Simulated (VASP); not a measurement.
# Pd (Fm-3m) in VASP: notebook

The runs below take Pd through single point, with PBEsol.

Program: VASP 6.6.1. These are calculated values, not measurements. Logs are shortened: lines on timing, memory, paths and dates and some standing lists are left out, and cuts for length are marked.

**1. The cell of the first run**

Symmetry: Fm-3m, No. 225, cubic system. Conventional cell: a = 3.951 Å, b = 3.951 Å, c = 3.951 Å, α = 90.00°, β = 90.00°, γ = 90.00°. Pd (site symmetry m-3m) has 12 Pd at 2.79 Å within 3.7 Å.

**2. Single point, PBEsol (volume scaled by 1.06)**

INCAR

```
SYSTEM = Pd
PREC     = Accurate       ! precision mode
ENCUT    = 520            ! plane-wave cutoff, eV
EDIFF    = 1E-6           ! SCF threshold, eV
ISMEAR   = 0              ! smearing method
SIGMA    = 0.1            ! smearing width, eV
LREAL    = .False.        ! projectors in reciprocal space
LASPH    = .True.         ! aspherical terms in the spheres
NELM     = 100            ! most SCF steps
ALGO     = Fast           ! electronic algorithm
ISIF     = 2              ! what is computed and relaxed
LWAVE    = .False.        ! write WAVECAR
LCHARG   = .True.         ! write CHGCAR
GGA      = PS             ! functional
LELF     = .True.         ! ELF
LVHAR    = .True.       
NBANDS   = 11             ! bands
```

KPOINTS

```
regular mesh
0
Gamma
  18 18 18
  0 0 0
```

POSCAR

```
Pd
1.0
    0.0000000000      1.9754874935      1.9754874935
    1.9754874935      0.0000000000      1.9754874935
    1.9754874935      1.9754874935      0.0000000000
Pd
1
Direct
    0.0000000000      0.0000000000      0.0000000000
```

Potentials or basis: VASP PAW PBE potentials, release 64 (Pd).

Run with:

```bash
$ cat potpaw_PBE.64/Pd/POTCAR > POTCAR
$ mpirun -np 1 vasp_std > vasp.out
```

OUTCAR:

```text
SYSTEM = Pd
   PREC = Accurate
   ENCUT = 520
   EDIFF = 1E-6
   ISMEAR = 0
   LREAL = .False.
   LASPH = .True.
   NELM = 100
   ISIF = 2
   GGA = PS

 ion  position               nearest neighbor table
   1  0.000  0.000  0.000-

  LATTYP: Found a face centered cubic cell.
 ALAT       =     3.9509749870

  Lattice vectors:

 A1 = (   0.0000000000,   1.9754874935,   1.9754874935)
 A2 = (   1.9754874935,   0.0000000000,   1.9754874935)
 A3 = (   1.9754874935,   1.9754874935,   0.0000000000)

Analysis of symmetry for initial positions (statically):
=====================================================================
 Subroutine PRICEL returns:
 Original cell was already a primitive cell.

 Routine SETGRP: Setting up the symmetry group for a
 face centered cubic supercell.

 Subroutine GETGRP returns: Found 48 space group operations
 (whereof 48 operations were pure point group operations)
 out of a pool of 48 trial point group operations.

The static configuration has the point symmetry O_h .

Analysis of symmetry for dynamics (positions and initial velocities):
=====================================================================
 Subroutine PRICEL returns:
 Original cell was already a primitive cell.

 Routine SETGRP: Setting up the symmetry group for a
 face centered cubic supercell.

 Subroutine GETGRP returns: Found 48 space group operations
 (whereof 48 operations were pure point group operations)
 out of a pool of 48 trial point group operations.

The dynamic configuration has the point symmetry O_h .

 Subroutine INISYM returns: Found 48 space group operations
 (whereof 48 operations are pure point group operations),
 and found     1 'primitive' translations

----------------------------------------------------------------------------------------

                                     Primitive cell

  volume of cell :      15.4189

  direct lattice vectors                    reciprocal lattice vectors
     0.000000000  1.975487493  1.975487493    -0.253102083  0.253102083  0.253102083
     1.975487493  0.000000000  1.975487493     0.253102083 -0.253102083  0.253102083
     1.975487493  1.975487493  0.000000000     0.253102083  0.253102083 -0.253102083

  length of vectors
     2.793761206  2.793761206  2.793761206     0.438385668  0.438385668  0.438385668

  position of ions in fractional coordinates (direct lattice)
     0.000000000  0.000000000  0.000000000

  ion indices of the primitive-cell ions
   primitive index   ion index
[... 80 lines left out ...]
   ISYM   =      2    0-nonsym 1-usesym 2-fastsym
   POTIM  = 0.5000    time-step for ionic-motion
   TEBEG  =    0.0;   TEEND  =   0.0 temperature during run
   PSTRESS=    0.0 pullay stress
   NELECT =      10.0000    total number of electrons
   NUPDOWN=      -1.0000    fix difference up-down
   EMIN   =  10.00;   EMAX   =-10.00  energy-range for DOS
   EFERMI =   0.00;   METHOD = LEGACY
   ISMEAR =     0;   SIGMA  =   0.10  broadening in eV -4-tet -1-fermi 0-gaus
   EFERMI_NEDOS =   21; number of points for ismear=-14 and -15
   IALGO  =     68    algorithm
   IMIX   =      4    mixing-type and parameters
     AMIX     =   0.40;   BMIX     =  1.00
     AMIX_MAG =   1.60;   BMIX_MAG =  1.00
  volume/ion in A,a.u.               =      15.42       104.05
  Fermi-wavevector in a.u.,A,eV,Ry     =   1.417068  2.677869 27.321592  2.008080
  Thomas-Fermi vector in A             =   2.538336
   LORBIT       =      0    0 simple, 1 ext, 2 COOP (PROOUT), +10 PAW based schemes
   GGA     = PS    functional components
   LHFCALC =     F    Hartree Fock is set to
   AEXX    =    0.0000 exact exchange contribution
   IVDW    =     0    specifies the selected vdW correction
   LEPSILON=     F    determine dielectric tensor
   LRPA    =     F    only Hartree local field effects (RPA)
 non-spin polarized calculation
 RMM-DIIS sequential band-by-band and
 Gauss-broadening in eV      SIGMA  =   0.10
  energy-cutoff  :      520.00
  volume of cell :       15.42
 maximum number of plane-waves:       432
 NGX is ok and might be reduce to    24
   NGX = 11   NGY = 11   NGZ = 11

 number of electron      10.0000000 magnetization

 Free energy of the ion-electron system (eV)
  ---------------------------------------------------
  ext. energy  EPLUGINS =         0.00000000
  ---------------------------------------------------
  free energy    TOTEN  =        -5.93897095 eV

  energy without entropy =       -5.92651077  energy(sigma->0) =       -5.93274086

 E-fermi :   8.8855     XC(G=0): -13.1065

 val. band max:        8.8852765683   @ k =   0.4444   0.1667   0.0000
 cond. band min:       8.8890873131   @ k =   0.5000   0.4444   0.0000
 fundamental gap:      0.0038107448
 Fermi energy:         8.8855216887

 k-point     1 :       0.0000    0.0000    0.0000
  band No.  band energies     occupation
      1       1.9893      2.00000
      2       6.2285      2.00000
      3       6.2285      2.00000
      4       6.2285      2.00000
      5       7.7475      2.00000
      6       7.7475      2.00000
      7      25.9846      0.00000
      8      30.5023      0.00000
      9      30.5023      0.00000
     10      30.5023      0.00000
     11      35.5320      0.00000
[... 309 lines left out ...]
 k-point    24 :      -0.2222    0.0556    0.0000
  band No.  band energies     occupation
      1       3.6669      2.00000
      2       6.0099      2.00000
      3       6.5368      2.00000
      4       6.5695      2.00000
      5       7.6364      2.00000
      6       8.1252      2.00000
      7      23.3755      0.00000
      8      26.9040      0.00000
      9      30.4816      0.00000
     10      32.9701      0.00000
     11      33.2697      0.00000

 [... further k-points ...]

------------------------ aborting loop because EDIFF is reached ----------------------------------------

  FORCE on cell =-STRESS in cart. coord.  units (eV):
  Direction    XX          YY          ZZ          XY          YZ          ZX
  --------------------------------------------------------------------------------------
  -------------------------------------------------------------------------------------
  Total       -0.9904588     -0.9904588     -0.9904588      0.0000000      0.0000000     -0.0000000
  in kB     -102.9186625   -102.9186625   -102.9186625      0.0000000      0.0000000     -0.0000000
  external PRESSURE =    -102.9186625 kB  Pullay stress =       0.0000000 kB

 VOLUME and BASIS-vectors are now :
 -----------------------------------------------------------------------------
  energy-cutoff  :      520.00
  volume of cell :       15.42
      direct lattice vectors                 reciprocal lattice vectors
     0.000000000  1.975487493  1.975487493    -0.253102083  0.253102083  0.253102083
     1.975487493  0.000000000  1.975487493     0.253102083 -0.253102083  0.253102083
     1.975487493  1.975487493  0.000000000     0.253102083  0.253102083 -0.253102083

 POSITION                                       TOTAL-FORCE (eV/Angst)
 -----------------------------------------------------------------------------------
      0.00000      0.00000      0.00000         0.000000      0.000000      0.000000
 -----------------------------------------------------------------------------------
    total drift:                               -0.000000      0.000000     -0.000000

  FREE ENERGIE OF THE ION-ELECTRON SYSTEM (eV)
  ---------------------------------------------------
  free  energy   TOTEN  =        -5.9389709477 eV

  energy  without entropy=       -5.9265107660  energy(sigma->0) =       -5.93274086
```

stdout:

```text
POSCAR found type information on POSCAR Pd
 POSCAR found :  1 types and       1 ions
 scaLAPACK will be used
 -----------------------------------------------------------------------------
|                                                                             |
|                                                                             |
|     You enforced a specific xc type in the INCAR file but a different       |
|     I HOPE YOU KNOW WHAT YOU ARE DOING!                                     |
|                                                                             |
 -----------------------------------------------------------------------------

 LDA part: xc-table for (Slater+PW92), standard interpolation
 POSCAR, INCAR and KPOINTS ok, starting setup
 FFT: planning ... GRIDC
 FFT: planning ... GRID_SOFT
 FFT: planning ... GRID
 WAVECAR not read
 entering main loop
```

It took 25 s on 1 thread of Intel Xeon 6975P-C (Granite Rapids), shared host; peak memory 0.16 GiB.

Results:

```
Free energy            : -5.9390 eV
Pressure               : -10.3 GPa
Band gap on the k mesh : zero (band 5 reaches 9.15 eV, above the bottom of band 6 at 7.69 eV)
```

Caveat: the PAW data sets were made with another functional, which shifts forces and pressure a little.

**3. Single point, PBEsol (volume scaled by 0.88)**

INCAR

```
ALGO = Fast
EDIFF = 1E-6
ENCUT = 520
GGA = PS
ISIF = 2
ISMEAR = 0
LASPH = T
LCHARG = F
LREAL = F
LWAVE = F
NBANDS = 11
NELM = 80
PREC = Accurate
SIGMA = 0.1
```

KPOINTS

```
k-points
0
Gamma
  18 18 18
```

POSCAR

```
Pd
1.0
    0.0000000000      1.8566635875      1.8566635875
    1.8566635875      0.0000000000      1.8566635875
    1.8566635875      1.8566635875      0.0000000000
Pd
1
Direct
    0.0000000000      0.0000000000      0.0000000000
```

Potentials or basis: VASP PAW PBE potentials, release 64 (Pd).

Run with:

```bash
$ cat potpaw_PBE.64/Pd/POTCAR > POTCAR
$ mpirun -np 1 vasp_std > vasp.out
```

Wall time 17 s (1 thread of Intel Xeon 6975P-C (Granite Rapids), shared host); peak memory 0.14 GiB.

It converged, with:

```
Free energy            : -5.7973 eV
Pressure               : 36.3 GPa
Band gap on the k mesh : zero (band 5 reaches 12.63 eV, above the bottom of band 6 at 10.61 eV)
```

Levels at points of the mesh, in eV from the Fermi level:
| k point | band 3 | band 4 | band 5 | band 6 | band 7 | band 8 |
| --- | --- | --- | --- | --- | --- | --- |
| (0.00, 0.00, 0.00) | -3.60 | -3.60 | -1.54 | -1.54 | 17.06 | 22.66 |
| (0.50, 0.00, 0.00) | -3.66 | -0.02 | -0.02 | 0.59 | 8.49 | 16.46 |
| (0.50, 0.50, 0.00) | -0.04 | 0.39 | 0.39 | 3.24 | 12.29 | 13.87 |

Caveat: the PAW data sets were made with another functional, which shifts forces and pressure a little.

**4. Single point, PBEsol (volume scaled by 0.91)**

INCAR

```
SYSTEM = Pd
PREC     = Accurate       ! precision mode
ENCUT    = 520            ! plane-wave cutoff, eV
EDIFF    = 1E-6           ! SCF threshold, eV
ISMEAR   = 0              ! smearing method
SIGMA    = 0.1            ! smearing width, eV
LREAL    = .False.        ! projectors in reciprocal space
LASPH    = .True.         ! aspherical terms in the spheres
NELM     = 80             ! most SCF steps
ALGO     = Normal         ! electronic algorithm
ISIF     = 2              ! what is computed and relaxed
LWAVE    = .False.        ! write WAVECAR
LCHARG   = .False.        ! write CHGCAR
GGA      = PS             ! functional
NBANDS   = 11             ! bands
```

KPOINTS

```
regular mesh
0
Gamma
  18 18 18
  0 0 0
```

POSCAR

```
Pd
1.0
    0.0000000000      1.8775267224      1.8775267224
    1.8775267224      0.0000000000      1.8775267224
    1.8775267224      1.8775267224      0.0000000000
Pd
1
Direct
    0.0000000000      0.0000000000      0.0000000000
```

Run with:

```bash
$ cat potpaw_PBE.64/Pd/POTCAR > POTCAR
$ mpirun -np 1 vasp_std > vasp.out
```

Run time: 14 s. Hardware: 1 thread of Intel Xeon 6975P-C (Granite Rapids), shared host; peak memory 0.14 GiB.

Results (log left out):

```
Free energy            : -5.8799 eV
Pressure               : 24.4 GPa
Band gap on the k mesh : zero (band 5 reaches 11.95 eV, above the bottom of band 6 at 10.04 eV)
```

Levels at points of the mesh, in eV from the Fermi level:
| k point | band 3 | band 4 | band 5 | band 6 | band 7 | band 8 |
| --- | --- | --- | --- | --- | --- | --- |
| (0.00, 0.00, 0.00) | -3.41 | -3.41 | -1.46 | -1.46 | 17.10 | 22.50 |
| (0.50, 0.00, 0.00) | -3.47 | -0.02 | -0.02 | 0.66 | 8.18 | 16.49 |
| (0.50, 0.50, 0.00) | -0.04 | 0.36 | 0.36 | 3.24 | 11.90 | 13.69 |

Caveat: the PAW data sets were made with another functional, which shifts forces and pressure a little.

[end of part 1 of 2]
